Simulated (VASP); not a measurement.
A run of VASP 6.6.1 is set up as follows.

Contents of INCAR:

```
ALGO = Normal
EDIFF = 1E-6
ENCUT = 520
ISIF = 2
ISMEAR = 0
LASPH = T
LCHARG = F
LREAL = F
LWAVE = F
NBANDS = 17
NELM = 60
PREC = Accurate
SIGMA = 0.05
```

The input KPOINTS:

```
k-points
0
Gamma
  8 8 8
```

The input POSCAR:

```
TePb
1.0
    0.0000000000      3.2270000000      3.2270000000
    3.2270000000      0.0000000000      3.2270000000
    3.2270000000      3.2270000000      0.0000000000
Te Pb
1 1
Direct
    0.5000000000      0.5000000000      0.5000000000
    0.0348621010     -0.0348621010      0.0348621010
```

Potentials or basis: VASP PAW LDA potentials, release 64 (Te, Pb_d).

Command:

```bash
$ cat potpaw_LDA.64/Te/POTCAR potpaw_LDA.64/Pb_d/POTCAR > POTCAR
$ mpirun -np 1 vasp_std > vasp.out
```

(1) What does it give for the band gap on the k mesh?

(2) Predict the largest force.

Answers

(1) 0.90 eV, direct.

(2) 0.228 eV/Å.

Caveat: the cell differs from its parent crystal (all Pb atoms moved +0.225 Å, as atom 2 along Cartesian [0 1 0]); spin-orbit coupling is left out, which moves the levels of the heavy elements.
